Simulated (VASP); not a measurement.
MgO, 4 atoms in the cell. The structure is orthorhombic, space group Cmcm (No. 63). The conventional cell has a = 4.214 Å, b = 4.214 Å, c = 4.214 Å, α = 90.00°, β = 90.00°, γ = 90.00°. Mg (site symmetry m2m) has 6 O at 2.09 to 2.12 Å within 2.8 Å. O (site symmetry m2m) has 6 Mg at 2.09 to 2.12 Å within 2.8 Å.  This cell differs from its parent crystal: mode 4 (284.4 1/cm) frozen in, largest displacement +0.037 Å.

- Program: VASP 6.6.1
- Task: single point
- Functional: PBEsol
- Potentials or basis: VASP PAW PBE potentials, release 64 (Mg, O)
- Cutoff: 520 eV
- k mesh: 8 × 8 × 6
- Occupations: gaussian, width 0.05 eV
- Spin: no spin polarisation
- Dipole correction: no
- Further INCAR settings: ALGO = Normal; EDIFF = 1e-06; NBANDS = 16

Potentials or basis: VASP PAW PBE potentials, release 64 (Mg, O).

Launch:

```sh
$ cat potpaw_PBE.64/Mg/POTCAR potpaw_PBE.64/O/POTCAR > POTCAR
$ mpirun -np 1 vasp_std > vasp.out
```

Hardware: 1 thread of Intel(R) Xeon(R) 6975P-C (Granite Rapids) (shared host).

How long does it take, and how much memory?

It took 14 s on 1 thread of Intel(R) Xeon(R) 6975P-C (Granite Rapids), with other jobs on the host, peak memory 0.17 GiB. Counts: scf iterations 12, k points 84.
